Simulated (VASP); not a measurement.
# Zr (P6_3/mmc) in VASP: notebook, part 2 of 3

VASP 6.6.1. The steps go on from the part before.

### Step 4. Single point, LDA (20.01 Å³/atom)

This run uses another cell than the first one, of 20.01 Å³/atom.

Input file INCAR:

```
SYSTEM = Zr
PREC = Accurate ; ENCUT = 520
EDIFF = 1E-6 ; ISMEAR = -1
SIGMA = 0.1 ; LREAL = .FALSE.
LASPH = .TRUE. ; NELM = 100
ALGO = Normal ; ISIF = 2
LWAVE = .FALSE. ; LCHARG = .FALSE.
NBANDS = 32
```

Input file KPOINTS:

```
regular mesh
0
G
  13 13 4
  0 0 0
```

Input file POSCAR:

```
Zr
1.0
    3.0408221988      0.0000000000      0.0000000000
   -1.5204110994      2.6334292725      0.0000000000
    0.0000000000      0.0000000000      9.9952575553
Zr
4
Direct
    0.0000000000      1.0000000000      0.0000000000
    0.0000000000      1.0000000000      0.5000000000
    0.3333333333      0.6666666667      0.2500000000
    0.6666666667      0.3333333333      0.7500000000
```

Potentials or basis: VASP PAW LDA potentials, release 64 (Zr_sv).

The run is started by

```bash
cat potpaw_LDA.64/Zr_sv/POTCAR > POTCAR
mpirun -np 1 vasp_std > vasp.out
```

OUTCAR:

```text
SYSTEM = Zr
   PREC = Accurate
   ENCUT = 520
   EDIFF = 1E-6
   ISMEAR = -1
   LREAL = .FALSE.
   LASPH = .TRUE.
   NELM = 100
   ISIF = 2

 ion  position               nearest neighbor table
   1  0.000  0.000  0.000-   3 3.05   4 3.05   3 3.05   4 3.05   4 3.05   3 3.05
   2  0.000  0.000  0.500-   3 3.05   4 3.05   3 3.05   4 3.05   4 3.05   3 3.05
   3  0.333  0.667  0.250-   1 3.05   2 3.05   1 3.05   2 3.05   1 3.05   2 3.05
   4  0.667  0.333  0.750-   1 3.05   2 3.05   1 3.05   2 3.05   1 3.05   2 3.05

  LATTYP: Found a hexagonal cell.
 ALAT       =     3.0408221988
 C/A-ratio  =     3.2870246604

  Lattice vectors:

 A1 = (   3.0408221988,   0.0000000000,   0.0000000000)
 A2 = (  -1.5204110994,   2.6334292725,   0.0000000000)
 A3 = (   0.0000000000,   0.0000000000,   9.9952575553)

Analysis of symmetry for initial positions (statically):
=====================================================================
 Subroutine PRICEL returns:
 Original cell was already a primitive cell.

 Routine SETGRP: Setting up the symmetry group for a
 hexagonal supercell.

 Subroutine GETGRP returns: Found 24 space group operations
 (whereof 12 operations were pure point group operations)
 out of a pool of 24 trial point group operations.

The static configuration has the point symmetry D_3d.
 The point group associated with its full space group is D_6h.

Analysis of symmetry for dynamics (positions and initial velocities):
=====================================================================
 Subroutine PRICEL returns:
 Original cell was already a primitive cell.

 Routine SETGRP: Setting up the symmetry group for a
 hexagonal supercell.

 Subroutine GETGRP returns: Found 24 space group operations
 (whereof 12 operations were pure point group operations)
 out of a pool of 24 trial point group operations.

The dynamic configuration has the point symmetry D_3d.
 The point group associated with its full space group is D_6h.

 Subroutine INISYM returns: Found 24 space group operations
 (whereof 12 operations are pure point group operations),
 and found     1 'primitive' translations

----------------------------------------------------------------------------------------

                                     Primitive cell

  volume of cell :      80.0399

  direct lattice vectors                    reciprocal lattice vectors
     3.040822199  0.000000000  0.000000000     0.328858425  0.189866500  0.000000000
    -1.520411099  2.633429272  0.000000000     0.000000000  0.379733001  0.000000000
     0.000000000  0.000000000  9.995257555     0.000000000  0.000000000  0.100047447

  length of vectors
     3.040822199  3.040822199  9.995257555     0.379733001  0.379733001  0.100047447

  position of ions in fractional coordinates (direct lattice)
     0.000000000  0.000000000  0.000000000
     0.000000000  0.000000000  0.500000000
     0.333333333  0.666666667  0.250000000
     0.666666667  0.333333333  0.750000000

  ion indices of the primitive-cell ions
   primitive index   ion index
                 1           1
                 2           2
                 3           3
                 4           4

[... 19 lines left out ...]
     0.000000000  0.000000000  0.000000000

 Subroutine IBZKPT returns following result:
 ===========================================

 Found     63 irreducible k-points:

 Following reciprocal coordinates:
            Coordinates               Weight
  0.000000  0.000000  0.000000      1.000000
  0.076923  0.000000  0.000000      6.000000
  0.153846 -0.000000  0.000000      6.000000
  0.230769  0.000000  0.000000      6.000000
  0.307692 -0.000000  0.000000      6.000000
  0.384615 -0.000000  0.000000      6.000000
[... 16 lines left out ...]
  0.076923  0.000000  0.250000     12.000000
  0.153846 -0.000000  0.250000     12.000000
 [... further k-points ...]
   k-points           NKPTS =     63   k-points in BZ     NKDIM =     63   number of bands    NBANDS=     32
   number of dos      NEDOS =    301   number of ions     NIONS =      4
   total plane-waves  NPLWV =  46080
   dimension x,y,z NGX =    24 NGY =   24 NGZ =   80
   dimension x,y,z NGXF=    48 NGYF=   48 NGZF=  160
   ions per type =               4
   NGX,Y,Z   is equivalent  to a cutoff of  13.12, 13.12, 13.31 a.u.
   NGXF,Y,Z  is equivalent  to a cutoff of  26.24, 26.24, 26.61 a.u.
 SYSTEM =  Zr
   PREC   = accura    normal or accurate (medium, high low for compatibility)
   ISTART =      0    job   : 0-new  1-cont  2-samecut
   ICHARG =      2    charge: 1-file 2-atom 10-const
   ISPIN  =      1    spin polarized calculation?
   LNONCOLLINEAR =      F non collinear calculations
   LSORBIT =      F    spin-orbit coupling
   LASPH  =      T    aspherical Exc in radial PAW
   ENCUT  =  520.0 eV  38.22 Ry    6.18 a.u.   5.65  5.65 18.58*2*pi/ulx,y,z
   NELM   =    100;   NELMIN=  2; NELMDL= -5     # of ELM steps
   EDIFF  = 0.1E-05   stopping-criterion for ELM
   LREAL  =      F    real-space projection
   EDIFFG = 0.1E-04   stopping-criterion for IOM
   NSW    =      0    number of steps for IOM
   IBRION =     -1    ionic relax: 0-MD 1-quasi-New 2-CG
   NFREE  =      0    steps in history (QN), initial steepest desc. (CG)
   ISIF   =      2    stress and relaxation
   ISYM   =      2    0-nonsym 1-usesym 2-fastsym
   POTIM  = 0.5000    time-step for ionic-motion
   TEBEG  =    0.0;   TEEND  =   0.0 temperature during run
   PSTRESS=    0.0 pullay stress
   NELECT =      48.0000    total number of electrons
   NUPDOWN=      -1.0000    fix difference up-down
   EMIN   =  10.00;   EMAX   =-10.00  energy-range for DOS
   EFERMI =   0.00;   METHOD = LEGACY
   ISMEAR =    -1;   SIGMA  =   0.10  broadening in eV -4-tet -1-fermi 0-gaus
   EFERMI_NEDOS =   21; number of points for ismear=-14 and -15
   IALGO  =     38    algorithm
   IMIX   =      4    mixing-type and parameters
     AMIX     =   0.40;   BMIX     =  1.00
     AMIX_MAG =   1.60;   BMIX_MAG =  1.00
  volume/ion in A,a.u.               =      20.01       135.03
  Fermi-wavevector in a.u.,A,eV,Ry     =   1.380553  2.608866 25.931698  1.905926
  Thomas-Fermi vector in A             =   2.505419
   LORBIT       =      0    0 simple, 1 ext, 2 COOP (PROOUT), +10 PAW based schemes
   GGA     = CA    functional components
   LHFCALC =     F    Hartree Fock is set to
   AEXX    =    0.0000 exact exchange contribution
   IVDW    =     0    specifies the selected vdW correction
   LEPSILON=     F    determine dielectric tensor
   LRPA    =     F    only Hartree local field effects (RPA)
 non-spin polarized calculation
  energy-cutoff  :      520.00
  volume of cell :       80.04
 maximum number of plane-waves:      2186
 NGX is ok and might be reduce to    24
   NGX = 11   NGY = 11   NGZ = 37

 number of electron      48.0000001 magnetization

 Free energy of the ion-electron system (eV)
  ---------------------------------------------------
  ext. energy  EPLUGINS =         0.00000000
  ---------------------------------------------------
  free energy    TOTEN  =       -36.88437500 eV

  energy without entropy =      -36.70730150  energy(sigma->0) =      -36.79583825

 E-fermi :  10.4973     XC(G=0): -12.0000

 val. band max:       10.4941863166   @ k =   0.0000   0.0000   0.0000
 cond. band min:      10.4996462937   @ k =   0.1538   0.1538   0.5000
 fundamental gap:      0.0054599771
 Fermi energy:        10.4973037919

 k-point     1 :       0.0000    0.0000    0.0000
  band No.  band energies     occupation
      1     -37.7275      2.00000
      2     -37.6244      2.00000
      3     -37.5678      2.00000
      4     -37.4608      2.00000
      5     -16.6551      2.00000
      6     -15.9314      2.00000
[... 829 lines left out ...]
     31      12.3191      0.00000
     32      12.5262      0.00000

 [... further k-points ...]

------------------------ aborting loop because EDIFF is reached ----------------------------------------

  FORCE on cell =-STRESS in cart. coord.  units (eV):
  Direction    XX          YY          ZZ          XY          YZ          ZX
  --------------------------------------------------------------------------------------
  -------------------------------------------------------------------------------------
  Total        4.7072930      4.7072930      5.2956879      0.0000000      0.0000000      0.0000000
  in kB       94.2269513     94.2269513    106.0049850      0.0000000      0.0000000      0.0000000
  external PRESSURE =      98.1529626 kB  Pullay stress =       0.0000000 kB

 VOLUME and BASIS-vectors are now :
 -----------------------------------------------------------------------------
  energy-cutoff  :      520.00
  volume of cell :       80.04
      direct lattice vectors                 reciprocal lattice vectors
     3.040822199  0.000000000  0.000000000     0.328858425  0.189866500  0.000000000
    -1.520411099  2.633429272  0.000000000     0.000000000  0.379733001  0.000000000
     0.000000000  0.000000000  9.995257555     0.000000000  0.000000000  0.100047447

 POSITION                                       TOTAL-FORCE (eV/Angst)
 -----------------------------------------------------------------------------------
      0.00000      0.00000      0.00000         0.000000      0.000000      0.000000
      0.00000      0.00000      4.99763         0.000000      0.000000      0.000000
     -0.00000      1.75562      2.49881         0.000000     -0.000000     -0.000000
      1.52041      0.87781      7.49644        -0.000000      0.000000      0.000000
 -----------------------------------------------------------------------------------
    total drift:                               -0.000000      0.000000     -0.000000

  FREE ENERGIE OF THE ION-ELECTRON SYSTEM (eV)
  ---------------------------------------------------
  free  energy   TOTEN  =       -36.8843749990 eV

  energy  without entropy=      -36.7073014964  energy(sigma->0) =      -36.79583825
```

OSZICAR:

```text
N       E                     dE             d eps       ncg     rms          rms(c)
DAV:   1     0.506316407699E+03    0.50632E+03   -0.25995E+04  4032   0.153E+03
DAV:   2     0.273109174358E+01   -0.50359E+03   -0.48797E+03  4568   0.454E+02
DAV:   3    -0.359883917665E+02   -0.38719E+02   -0.36966E+02  6808   0.904E+01
DAV:   4    -0.379444581784E+02   -0.19561E+01   -0.19459E+01  5696   0.194E+01
DAV:   5    -0.379999053595E+02   -0.55447E-01   -0.55433E-01  5992   0.304E+00    0.272E+01
DAV:   6    -0.370384045659E+02    0.96150E+00   -0.15099E+00  4424   0.805E+00    0.117E+01
DAV:   7    -0.368913485591E+02    0.14706E+00   -0.11246E+00  5496   0.617E+00    0.167E+00
DAV:   8    -0.368802226172E+02    0.11126E-01   -0.14429E-01  5344   0.264E+00    0.132E+00
DAV:   9    -0.368849999642E+02   -0.47773E-02   -0.56555E-02  5024   0.202E+00    0.305E-01
DAV:  10    -0.368843759534E+02    0.62401E-03   -0.43753E-03  5024   0.574E-01    0.268E-02
DAV:  11    -0.368843766246E+02   -0.67119E-06   -0.24993E-04  5392   0.982E-02    0.249E-02
DAV:  12    -0.368843754338E+02    0.11909E-05   -0.14452E-05  5760   0.289E-02    0.877E-03
DAV:  13    -0.368843749990E+02    0.43480E-06   -0.15585E-06  3104   0.101E-02
   1 F= -.36884375E+02 E0= -.36795838E+02  d E =-.177074E+00
```

Run time: 2.3 min. Hardware: 1 thread of Intel Xeon Platinum 8488C (Sapphire Rapids), shared host; peak memory 0.24 GiB.

Results:

```
Free energy            : -36.8844 eV
Pressure               : 9.8 GPa
Band gap on the k mesh : zero (bands 24 and 25 overlap by 1.43 eV)
```

Levels at points of the mesh, in eV from the Fermi level:
```
           k point  band 22  band 23  band 24  band 25  band 26  band 27
(0.00, 0.00, 0.00)     0.00     0.75     0.75     0.85     0.91     0.91
(0.00, 0.00, 0.50)     0.43     0.83     0.83     0.93     0.93     0.93
```

Caveat: the cell stands under pressure.

### Step 5. Single point, LDA (20.88 Å³/atom)

This run uses another cell than the first one, of 20.88 Å³/atom.

Input file INCAR:

```
ALGO     = Normal         # electronic algorithm
EDIFF    = 1E-6           # SCF threshold, eV
ENCUT    = 520            # plane-wave cutoff, eV
GGA      = CA             # functional
ISIF     = 2              # what is computed and relaxed
ISMEAR   = -1             # smearing method
LASPH    = T              # aspherical terms in the spheres
LCHARG   = F              # write CHGCAR
LREAL    = F              # projectors in reciprocal space
LWAVE    = F              # write WAVECAR
NBANDS   = 32             # bands
NELM     = 60             # most SCF steps
PREC     = Accurate       # precision mode
SIGMA    = 0.1            # smearing width, eV
```

Input file KPOINTS:

```
k-points
0
Gamma
  13 13 4
```

Input file POSCAR:

```
Zr
1.0
    3.0842683857      0.0000000000      0.0000000000
   -1.5421341929      2.6710547741      0.0000000000
    0.0000000000      0.0000000000     10.1380662432
Zr
4
Direct
    0.0000000000      1.0000000000      0.0000000000
    0.0000000000      1.0000000000      0.5000000000
    0.3333333333      0.6666666667      0.2500000000
    0.6666666667      0.3333333333      0.7500000000
```

The run is started by

```bash
cat potpaw_LDA.64/Zr_sv/POTCAR > POTCAR
mpirun -np 1 vasp_std > vasp.out
```

Wall time 2.6 min (1 thread of Intel Xeon Platinum 8488C (Sapphire Rapids), shared host); peak memory 0.24 GiB.

It converged, with:

```
Free energy            : -37.0406 eV
Pressure               : 4.6 GPa
Band gap on the k mesh : zero (bands 24 and 25 overlap by 1.40 eV)
```

Stress tensor (GPa, compression positive):
```
4.42 0.00 0.00
0.00 4.42 0.00
0.00 0.00 4.88
```

Levels at points of the mesh, in eV from the Fermi level:
```
           k point  band 21  band 22  band 23  band 24  band 25  band 26  band 27  band 28
(0.00, 0.00, 0.00)    -0.06    -0.01     0.77     0.77     0.85     0.91     0.91     1.29
(0.00, 0.00, 0.50)     0.45     0.45     0.69     0.69     0.94     0.94     0.94     0.94
```

Caveat: the cell stands under pressure.

(Part 2 of 3 ends here.)
